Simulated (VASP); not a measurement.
# BaTiO3 (Pm-3m) in VASP: single point with r2SCAN

Aim: the single point of BaTiO3 with r2SCAN.

Everything below comes from runs of VASP 6.6.1. Logs are shortened: lines on timing, memory, paths and dates and some standing lists are left out, and cuts for length are marked.

### Step 1. The cell of the first run

It takes space group Pm-3m (No. 221, cubic). The conventional cell has a = 3.972 Å, b = 3.972 Å, c = 3.972 Å, α = 90.00°, β = 90.00°, γ = 90.00°. Within 3.7 Å of Ba (site symmetry m-3m) lie 12 O at 2.81 Å and 8 Ti at 3.44 Å. Within 2.6 Å of Ti (site symmetry m-3m) lie 6 O at 1.99 Å. Within 2.6 Å of O (site symmetry 4/mmm) lie 2 Ti at 1.99 Å. Within 2.6 Å of O (site symmetry 4/mmm) lie 2 Ti at 1.99 Å.

### Step 2. Single point, r2SCAN

Input file POSCAR:

```
BaTiO3
1.0
   -3.9723685400      0.0000000000     -3.9723685400
    0.0000000000     -3.9723685400      0.0000000000
   -3.9723685400      0.0000000000      3.9723685400
Ba Ti O
2 2 6
Direct
    0.0000000000      0.5000000000      0.5000000000
    0.5000000000      0.5000000000      0.0000000000
    0.0000000000      0.0000000000      0.0000000000
    0.5000000000      0.0000000000      0.5000000000
    0.7500000000      0.0000000000      0.7500000000
    0.2500000000      0.0000000000      0.2500000000
    0.0000000000      0.5000000000      0.0000000000
    0.5000000000      0.5000000000      0.5000000000
    0.7500000000      0.0000000000      0.2500000000
    0.2500000000      0.0000000000      0.7500000000
```

Input file INCAR.step1:

```
PREC     = Accurate       # precision mode
ENCUT    = 520            # plane-wave cutoff, eV
ISMEAR   = -1             # smearing method
SIGMA    = 0.1            # smearing width, eV
LREAL    = F              # projectors in reciprocal space
LASPH    = T              # aspherical terms in the spheres
NELM     = 100            # most SCF steps
NBANDS   = 51             # bands
GGA      = PE             # functional
ALGO     = Normal         # electronic algorithm
EDIFF    = 1E-4           # SCF threshold, eV
LWAVE    = T              # write WAVECAR
LCHARG   = F              # write CHGCAR
```

Input file INCAR.step2:

```
PREC     = Accurate       # precision mode
ENCUT    = 520            # plane-wave cutoff, eV
EDIFF    = 1E-6           # SCF threshold, eV
ISMEAR   = -1             # smearing method
SIGMA    = 0.1            # smearing width, eV
LREAL    = F              # projectors in reciprocal space
LASPH    = T              # aspherical terms in the spheres
NELM     = 100            # most SCF steps
ALGO     = Normal         # electronic algorithm
ISIF     = 2              # what is computed and relaxed
LWAVE    = F              # write WAVECAR
LCHARG   = T              # write CHGCAR
METAGGA  = R2SCAN         # meta-GGA
LMIXTAU  = T            
LELF     = T              # ELF
LVHAR    = T            
NBANDS   = 51             # bands
ISTART   = 1
```

Input file KPOINTS:

```
regular mesh
0
Gamma
  5 7 5
```

Potentials or basis: VASP PAW PBE potentials, release 64 (Ba_sv, Ti_sv, O).

Run with:

```bash
> cat potpaw_PBE.64/Ba_sv/POTCAR potpaw_PBE.64/Ti_sv/POTCAR potpaw_PBE.64/O/POTCAR > POTCAR
> cp INCAR.step1 INCAR
> mpirun -np 1 vasp_std > vasp.out
> cp INCAR.step2 INCAR
> mpirun -np 1 vasp_std > vasp.out
```

OUTCAR:

```text
PREC = Accurate
   ENCUT = 520
   EDIFF = 1E-6
   ISMEAR = -1
   LREAL = F
   LASPH = T
   NELM = 100
   ISIF = 2
   METAGGA = R2SCAN
   ISTART = 1

 ion  position               nearest neighbor table
   1  0.000  0.500  0.500-   5 2.81   6 2.81   7 2.81   8 2.81   9 2.81  10 2.81   7 2.81   5 2.81
                             6 2.81   9 2.81  10 2.81   8 2.81   4 3.44   3 3.44   3 3.44   3 3.44
   2  0.500  0.500  0.000-   5 2.81   6 2.81   7 2.81   8 2.81   9 2.81  10 2.81   8 2.81   5 2.81
                             6 2.81   9 2.81  10 2.81   7 2.81   4 3.44   4 3.44   3 3.44   3 3.44
   3  0.000  0.000  0.000-   5 1.99   6 1.99   7 1.99   9 1.99  10 1.99   7 1.99   1 3.44   1 3.44
                             1 3.44   2 3.44   2 3.44   1 3.44   2 3.44   2 3.44
   4  0.500  0.000  0.500-   5 1.99   6 1.99   8 1.99   9 1.99  10 1.99   8 1.99   1 3.44   2 3.44
                             1 3.44   2 3.44   2 3.44   2 3.44   1 3.44   1 3.44
   5  0.750  0.000  0.750-   3 1.99   4 1.99   1 2.81   2 2.81   1 2.81   2 2.81
   6  0.250  0.000  0.250-   3 1.99   4 1.99   1 2.81   2 2.81   1 2.81   2 2.81
   7  0.000  0.500  0.000-   3 1.99   3 1.99   1 2.81   1 2.81   2 2.81   2 2.81
   8  0.500  0.500  0.500-   4 1.99   4 1.99   1 2.81   2 2.81   2 2.81   1 2.81
   9  0.750  0.000  0.250-   3 1.99   4 1.99   1 2.81   2 2.81   1 2.81   2 2.81
  10  0.250  0.000  0.750-   3 1.99   4 1.99   1 2.81   2 2.81   1 2.81   2 2.81

  LATTYP: Found a simple tetragonal cell.
 ALAT       =     5.6177774640
 C/A-ratio  =     0.7071067812

  Lattice vectors:

 A1 = (   3.9723685400,   0.0000000000,   3.9723685400)
 A2 = (  -3.9723685400,   0.0000000000,   3.9723685400)
 A3 = (   0.0000000000,  -3.9723685400,   0.0000000000)

Analysis of symmetry for initial positions (statically):
=====================================================================
 Subroutine PRICEL returns following result:

  LATTYP: Found a simple cubic cell.
 ALAT       =     3.9723685400

  Lattice vectors:

 A1 = (   0.0000000000,   0.0000000000,  -3.9723685400)
 A2 = (   0.0000000000,  -3.9723685400,   0.0000000000)
 A3 = (  -3.9723685400,   0.0000000000,   0.0000000000)

   2 primitive cells build up your supercell.

 Routine SETGRP: Setting up the symmetry group for a
 simple tetragonal supercell.

 Subroutine GETGRP returns: Found 16 space group operations
 (whereof 16 operations were pure point group operations)
 out of a pool of 16 trial point group operations.

The static configuration has the point symmetry D_4h.

Analysis of symmetry for dynamics (positions and initial velocities):
=====================================================================
 Subroutine PRICEL returns following result:

  LATTYP: Found a simple cubic cell.
 ALAT       =     3.9723685400

  Lattice vectors:

 A1 = (   0.0000000000,   0.0000000000,  -3.9723685400)
 A2 = (   0.0000000000,  -3.9723685400,   0.0000000000)
 A3 = (  -3.9723685400,   0.0000000000,   0.0000000000)

   2 primitive cells build up your supercell.

 Routine SETGRP: Setting up the symmetry group for a
 simple tetragonal supercell.

 Subroutine GETGRP returns: Found 16 space group operations
 (whereof 16 operations were pure point group operations)
 out of a pool of 16 trial point group operations.

The dynamic configuration has the point symmetry D_4h.

 Subroutine INISYM returns: Found 16 space group operations
 (whereof 16 operations are pure point group operations),
 and found     2 'primitive' translations

----------------------------------------------------------------------------------------

                                     Primitive cell

  volume of cell :      62.6828

  direct lattice vectors                    reciprocal lattice vectors
     0.000000000  0.000000000 -3.972368540     0.000000000  0.000000000 -0.251738979
     0.000000000 -3.972368540  0.000000000     0.000000000 -0.251738979  0.000000000
    -3.972368540  0.000000000  0.000000000    -0.251738979  0.000000000  0.000000000

  length of vectors
     3.972368540  3.972368540  3.972368540     0.251738979  0.251738979  0.251738979

  position of ions in fractional coordinates (direct lattice)
     0.500000000  0.500000000  0.500000000
     0.000000000  0.000000000  0.000000000
     0.000000000  0.000000000  0.500000000
     0.000000000  0.500000000  0.000000000
     0.500000000  0.000000000  1.000000000

  ion indices of the primitive-cell ions
   primitive index   ion index
                 1           1
                 2           3
                 3           5
                 4           7
                 5           9

----------------------------------------------------------------------------------------

 KPOINTS: regular mesh

Automatic generation of k-mesh.
 Grid dimensions read from file:
 generate k-points for:    5    7    5

 Generating k-lattice:

  Cartesian coordinates                     Fractional coordinates (reciprocal lattice)
    -0.025173898  0.000000000 -0.025173898     0.200000000  0.000000000  0.000000000
     0.000000000 -0.035962711  0.000000000     0.000000000  0.142857143  0.000000000
    -0.025173898  0.000000000  0.025173898     0.000000000  0.000000000  0.200000000

  Length of vectors
     0.035601268  0.035962711  0.035601268

  Shift w.r.t. Gamma in fractional coordinates (k-lattice)
     0.000000000  0.000000000  0.000000000

 Subroutine IBZKPT returns following result:
 ===========================================

 Found     24 irreducible k-points:

 Following reciprocal coordinates:
            Coordinates               Weight
  0.000000  0.000000  0.000000      1.000000
  0.200000  0.000000  0.000000      4.000000
  0.400000  0.000000  0.000000      4.000000
  0.000000  0.142857  0.000000      2.000000
  0.200000  0.142857  0.000000      8.000000
  0.400000  0.142857  0.000000      8.000000
[... 16 lines left out ...]
  0.400000  0.285714  0.400000      8.000000
  0.400000  0.428571  0.400000      8.000000
   k-points           NKPTS =     24   k-points in BZ     NKDIM =     24   number of bands    NBANDS=     51
   number of dos      NEDOS =    301   number of ions     NIONS =     10
   total plane-waves  NPLWV =  52920
   dimension x,y,z NGX =    42 NGY =   30 NGZ =   42
   dimension x,y,z NGXF=    84 NGYF=   60 NGZF=   84
   ions per type =               2   2   6
   NGX,Y,Z   is equivalent  to a cutoff of  12.43, 12.56, 12.43 a.u.
   NGXF,Y,Z  is equivalent  to a cutoff of  24.86, 25.11, 24.86 a.u.
 SYSTEM =  unknown system
   PREC   = accura    normal or accurate (medium, high low for compatibility)
   ISTART =      1    job   : 0-new  1-cont  2-samecut
   ICHARG =      0    charge: 1-file 2-atom 10-const
   ISPIN  =      1    spin polarized calculation?
   LNONCOLLINEAR =      F non collinear calculations
   LSORBIT =      F    spin-orbit coupling
   LASPH  =      T    aspherical Exc in radial PAW
   ENCUT  =  520.0 eV  38.22 Ry    6.18 a.u.  10.45  7.39 10.45*2*pi/ulx,y,z
   NELM   =    100;   NELMIN=  2; NELMDL=  0     # of ELM steps
   EDIFF  = 0.1E-05   stopping-criterion for ELM
   LREAL  =      F    real-space projection
   EDIFFG = 0.1E-04   stopping-criterion for IOM
   NSW    =      0    number of steps for IOM
   IBRION =     -1    ionic relax: 0-MD 1-quasi-New 2-CG
   NFREE  =      0    steps in history (QN), initial steepest desc. (CG)
   ISIF   =      2    stress and relaxation
   ISYM   =      2    0-nonsym 1-usesym 2-fastsym
   POTIM  = 0.5000    time-step for ionic-motion
   TEBEG  =    0.0;   TEEND  =   0.0 temperature during run
   PSTRESS=    0.0 pullay stress
   NELECT =      80.0000    total number of electrons
   NUPDOWN=      -1.0000    fix difference up-down
   EMIN   =  10.00;   EMAX   =-10.00  energy-range for DOS
   EFERMI =   0.00;   METHOD = LEGACY
   ISMEAR =    -1;   SIGMA  =   0.10  broadening in eV -4-tet -1-fermi 0-gaus
   EFERMI_NEDOS =   21; number of points for ismear=-14 and -15
   IALGO  =     38    algorithm
   IMIX   =      4    mixing-type and parameters
     AMIX     =   0.40;   BMIX     =  1.00
     AMIX_MAG =   1.60;   BMIX_MAG =  1.00
  volume/ion in A,a.u.               =      12.54        84.60
  Fermi-wavevector in a.u.,A,eV,Ry     =   1.409436  2.663447 27.028099  1.986509
  Thomas-Fermi vector in A             =   2.531492
   LORBIT       =      0    0 simple, 1 ext, 2 COOP (PROOUT), +10 PAW based schemes
   METAGGA = R2SCAN    functional components
   LHFCALC =     F    Hartree Fock is set to
   AEXX    =    0.0000 exact exchange contribution
   IVDW    =     0    specifies the selected vdW correction
   LEPSILON=     F    determine dielectric tensor
   LRPA    =     F    only Hartree local field effects (RPA)
 non-spin polarized calculation
  energy-cutoff  :      520.00
  volume of cell :      125.37
 maximum number of plane-waves:      3435
 NGX is ok and might be reduce to    42
   NGX = 21   NGY = 15   NGZ = 21

 number of electron      79.9999956 magnetization

 Free energy of the ion-electron system (eV)
  ---------------------------------------------------
  ext. energy  EPLUGINS =         0.00000000
  ---------------------------------------------------
  free energy    TOTEN  =      -148.41191002 eV

  energy without entropy =     -148.41190021  energy(sigma->0) =     -148.41190512

 E-fermi :   4.8519     XC(G=0): -12.0491

 val. band max:        3.7040002154   @ k =   0.0000   0.4286   0.0000
 cond. band min:       5.8964070760   @ k =   0.0000   0.0000   0.0000
 fundamental gap:      2.1924068606
 Fermi energy:         4.8519437407

 k-point     1 :       0.0000    0.0000    0.0000
  band No.  band energies     occupation
      1     -55.0661      2.00000
      2     -55.0635      2.00000
      3     -30.2987      2.00000
      4     -30.2987      2.00000
      5     -30.2385      2.00000
      6     -30.2376      2.00000
[... 43 lines left out ...]
     50       9.3399      0.00000
     51       9.3402      0.00000
[... 1240 lines left out ...]
     50      11.9672      0.00000
     51      12.3312      0.00000

------------------------ aborting loop because EDIFF is reached ----------------------------------------

  FORCE on cell =-STRESS in cart. coord.  units (eV):
  Direction    XX          YY          ZZ          XY          YZ          ZX
  --------------------------------------------------------------------------------------
  -------------------------------------------------------------------------------------
  Total        4.0625433      4.0473239      4.0625433      0.0000000     -0.0000000      0.0000000
  in kB       51.9194381     51.7249348     51.9194381      0.0000000     -0.0000000      0.0000000
  external PRESSURE =      51.8546037 kB  Pullay stress =       0.0000000 kB

 VOLUME and BASIS-vectors are now :
 -----------------------------------------------------------------------------
  energy-cutoff  :      520.00
  volume of cell :      125.37
      direct lattice vectors                 reciprocal lattice vectors
    -3.972368540  0.000000000 -3.972368540    -0.125869489  0.000000000 -0.125869489
     0.000000000 -3.972368540  0.000000000     0.000000000 -0.251738979  0.000000000
    -3.972368540  0.000000000  3.972368540    -0.125869489  0.000000000  0.125869489

 POSITION                                       TOTAL-FORCE (eV/Angst)
 -----------------------------------------------------------------------------------
     -1.98618     -1.98618      1.98618         0.000000      0.000000      0.000000
     -1.98618     -1.98618     -1.98618        -0.000000      0.000000     -0.000000
      0.00000      0.00000      0.00000        -0.000000      0.000000      0.000000
     -3.97237      0.00000      0.00000         0.000000      0.000000     -0.000000
     -5.95855      0.00000      0.00000         0.000000      0.000000     -0.000000
     -1.98618      0.00000      0.00000        -0.000000     -0.000000     -0.000000
      0.00000     -1.98618      0.00000         0.000000      0.000000     -0.000000
     -3.97237     -1.98618      0.00000         0.000000     -0.000000      0.000000
     -3.97237      0.00000     -1.98618        -0.000000      0.000000      0.000000
     -3.97237      0.00000      1.98618         0.000000     -0.000000     -0.000000
 -----------------------------------------------------------------------------------
    total drift:                               -0.000000      0.000000     -0.000000

  FREE ENERGIE OF THE ION-ELECTRON SYSTEM (eV)
  ---------------------------------------------------
  free  energy   TOTEN  =      -148.4119100245 eV

  energy  without entropy=     -148.4119002132  energy(sigma->0) =     -148.41190512
```

It took 13 min on 1 thread of Intel Xeon 8259CL, shared host; peak memory 0.32 GiB.

Results:

* Free energy: -148.4119 eV
* Pressure: 5.2 GPa
* Band gap on the k mesh: 2.19 eV

Caveat: the cell stands under pressure; the PAW data sets were made with another functional, which shifts forces and pressure a little; spin-orbit coupling is left out, which moves the levels of the heavy elements; an odd mesh through Γ misses points on the zone boundary, where band edges can lie.
